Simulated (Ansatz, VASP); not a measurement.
## Co in VASP and in Ansatz

Contents of INCAR:

```
  PREC = Accurate
  ENCUT = 690
  EDIFF = 1E-6
  ISMEAR = -1
  SIGMA = 0.05
  LREAL = False
  LASPH = True
  NELM = 200
  ALGO = Normal
  ISIF = 2
  LWAVE = False
  LCHARG = True
  ISPIN = 2
  MAGMOM = 1.5 1.5
  LORBIT = 11
  NUPDOWN = 3.0
  LMAXMIX = 4
  GGA = PS
  LELF = True
  LVHAR = True
  NBANDS = 28
  GGA_COMPAT = False
```

File KPOINTS:

```
Automatic mesh
0
Gamma
  10 10 6
```

Contents of POSCAR:

```
Co
1.0
    2.4719999032      0.0000000000      0.0000000000
   -1.2359999516      2.1408147143      0.0000000000
    0.0000000000      0.0000000000      4.0211440800
Co
2
Direct
    0.6666666667      0.3333333333      0.7500000000
    0.3333333333      0.6666666667      0.2500000000
```

File input.yaml:

```yaml
crystal:
  lattice:
    - [2.4719999032, 0.0, 0.0]
    - [-1.2359999516, 2.1408147143, 0.0]
    - [0.0, 0.0, 4.02114408]
  atoms:
    - { symbol: Co, position: [0.6666666667, 0.3333333333, 0.75], spin: 1.5 }
    - { symbol: Co, position: [0.3333333333, 0.6666666667, 0.25], spin: 1.5 }
hamiltonian:
  xc: pbesol
  pseudopotentials: { kind: paw }
magnetization:
  spin_polarized: true
  initial_magnetization: 3.0
  spin_locking: { lock_magnetization: hard }
kpoints:
  mp_grid: { grid: [10, 10, 6] }
scf:
  occupations: { method: fermi_dirac, width: 0.05 }
  lower_state_search: "off"
output:
  forces: true
  stress: true
  eigenvalues: true
```

Alike in both runs: task single point; functional PBEsol; k mesh 10 × 10 × 6; occupations fermi-dirac, width 0.05 eV; collinear spin; fixed moment 3 μB.

|  | VASP | Ansatz |
| --- | --- | --- |
| version | VASP 6.6.1 | Ansatz 0.2.0 |
| potentials or method | VASP PAW PBE potentials, release 64 (Co_sv) | Ansatz PAW |
| plane-wave cutoff (eV) | 690 | 420 |
| valence electrons in the cell | 34 | 34 |

```csv
,VASP,Ansatz,Ansatz less VASP
pressure (GPa),-8.5,-7.4,+1.11
"traceless stress, the component that is largest in VASP (GPa)",-1.85,-1.87,-0.016
net moment per atom (μB),1.50,1.50,0.000
size of the moment on the site where the two differ most (μB),1.56,1.57,+0.004
```

VASP's potentials were made for PBE, not for PBEsol. Site moments also hang on the region over which each program counts them.
